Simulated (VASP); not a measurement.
Here is a VASP 6.6.1 calculation.

The input POSCAR:

```
MgS
1.0
    0.0000000000      2.6015177399      2.6015177399
    2.6015177399      0.0000000000      2.6015177399
    2.6015177399      2.6015177399      0.0000000000
Mg S
1 1
Direct
    0.0000000000      0.0000000000      0.0000000000
    0.5000000000      0.5000000000      0.5000000000
```

Contents of INCAR.step1:

```
SYSTEM = MgS
ALGO = Normal ; EDIFF = 1E-4
ENCUT = 520 ; GGA = PE
ISMEAR = 0 ; LASPH = .TRUE.
LCHARG = .FALSE. ; LREAL = .FALSE.
LWAVE = .TRUE. ; NBANDS = 11
NELM = 100 ; PREC = Accurate
SIGMA = 0.01
```

The input INCAR.step2:

```
SYSTEM = MgS
ALGO = Normal ; EDIFF = 1E-6
ENCUT = 520 ; ISIF = 2
ISMEAR = 0 ; ISTART = 1
LASPH = .TRUE. ; LCHARG = .FALSE.
LMIXTAU = .TRUE. ; LREAL = .FALSE.
LWAVE = .FALSE. ; METAGGA = R2SCAN
NBANDS = 11 ; NELM = 100
PREC = Accurate ; SIGMA = 0.01
```

KPOINTS

```
k-points
0
G
  8 8 8
  0 0 0
```

Potentials or basis: VASP PAW PBE potentials, release 64 (Mg, S).

Launch:

```sh
$ cat potpaw_PBE.64/Mg/POTCAR potpaw_PBE.64/S/POTCAR > POTCAR
$ cp INCAR.step1 INCAR
$ mpirun -np 1 vasp_std > vasp.out
$ cp INCAR.step2 INCAR
$ mpirun -np 1 vasp_std > vasp.out
```

Question: Estimate the pressure.

Answer: -0.5 GPa.

Question: Predict the band gap on the k mesh.

Answer: 3.43 eV, indirect (least direct gap 4.62 eV).

Caveat: the PAW data sets were made with another functional, which shifts forces and pressure a little. r2SCAN opens gaps a little over a GGA but as a rule still falls short of measured ones.
